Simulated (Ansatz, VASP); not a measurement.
# Si4N in VASP and in Ansatz

```
CELL_PARAMETERS angstrom
3.81552 0.00000 0.00000
-1.90776 3.30433 0.00000
0.00000 0.00000 28.98748
ATOMIC_POSITIONS crystal
Si 0.66667 0.33333 0.13799
Si 0.33333 0.66667 0.16547
Si 0.33333 0.66667 0.24688
Si 0.66667 0.33333 0.27436
Si 0.66667 0.33333 0.35563
Si 0.33333 0.66667 0.38271
Si 0.33333 0.66667 0.46576
Si 0.66667 0.33333 0.48943
N 0.16667 0.66667 0.61708
N 0.16667 0.66667 0.65502
```

Alike in both runs: task single point; functional PBE; dispersion D3(BJ); k mesh 9 × 9 × 1; occupations gaussian, width 0.05 eV; no spin polarisation.

|  | VASP | Ansatz |
| --- | --- | --- |
| version | VASP 6.6.1 | Ansatz 0.2.0 |
| potentials or method | VASP PAW PBE potentials, release 64 (Si, N), cutoff 520 eV | scalar-relativistic, plane waves, PAW |
| valence electrons in the cell | 42 | 42 |

```tsv
	VASP	Ansatz	Ansatz less VASP
gap on the k mesh at the Fermi level (eV)	none	none	-
rms of the force components (eV/Å)	0.581	0.181	-0.4006
```

Atom by atom the forces differ by 0.465 eV/Å (rms over components). A gap of «none» marks a metal or a gap that the smearing closes. One of these differences is far larger than is usual between the two programs; its cause wasn't traced.

Noted on VASP's run: the standard files for N, O and F lose accuracy on very short bonds.
